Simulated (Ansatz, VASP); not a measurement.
## WS2: VASP beside Ansatz

```
W S
1.0
     3.18000    0.00000    0.00000
    -1.59000    2.75396    0.00000
     0.00000    0.00000   12.50000
W S
2 4
Direct
  0.33333 0.66667 0.25000
  0.66667 0.33333 0.75000
  0.33333 0.66667 0.62500
  0.66667 0.33333 0.12500
  0.33333 0.66667 0.87500
  0.66667 0.33333 0.37500
```

Alike in both runs: task relaxation of cell and atoms; functional LDA; k mesh 9 × 9 × 2; no spin polarisation.

|  | VASP | Ansatz |
| --- | --- | --- |
| version | VASP 6.6.1 | Ansatz 0.2.0 |
| potentials or method | VASP PAW LDA potentials, release 64 (W_sv, S) | plane waves, PAW |
| plane-wave cutoff (eV) | 600 | 420 |
| occupations | methfessel-paxton of order 1, width 0.1 eV | cold |
| valence electrons in the cell | 52 | 52 |

```csv
,VASP,Ansatz,Ansatz less VASP
relaxed volume (Å³/atom),17.19,17.16,-0.027
relaxed cell length with the largest relative difference (Å),3.130,3.127,-0.0029
```

LDA's correlation is that of Perdew and Zunger in VASP and of Perdew and Wang (1992) in Ansatz.

Neither program's run includes spin-orbit coupling.
